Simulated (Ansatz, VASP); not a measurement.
## Two plane-wave programs on Si

```xyz
1
Lattice="0.0000 1.9166 1.9166 1.9166 0.0000 1.9166 1.9166 1.9166 0.0000" Properties=species:S:1:pos:R:3 pbc="T T T"
Si    0.0000    0.0000    0.0000
```

Alike in both runs: functional PBEsol; k mesh 17 × 17 × 17; occupations fermi-dirac, width 0.1 eV; no spin polarisation.

Ansatz relaxed the structure, and its values are those at the end. VASP's run is a single point on that final structure, the one shown.

```csv
,VASP,Ansatz
version,VASP 6.6.1,Ansatz 0.2.0
potentials or method,"VASP PAW PBE potentials, release 64 (Si)","PAW with Ansatz's default frozen-core files, scalar-relativistic"
plane-wave cutoff (eV),500,420
valence electrons in the cell,4,4
```

|  | VASP | Ansatz | Ansatz less VASP |
| --- | --- | --- | --- |
| pressure (GPa) | 0.1 | 0.0 | -0.14 |

VASP's potentials were made for PBE, not for PBEsol.
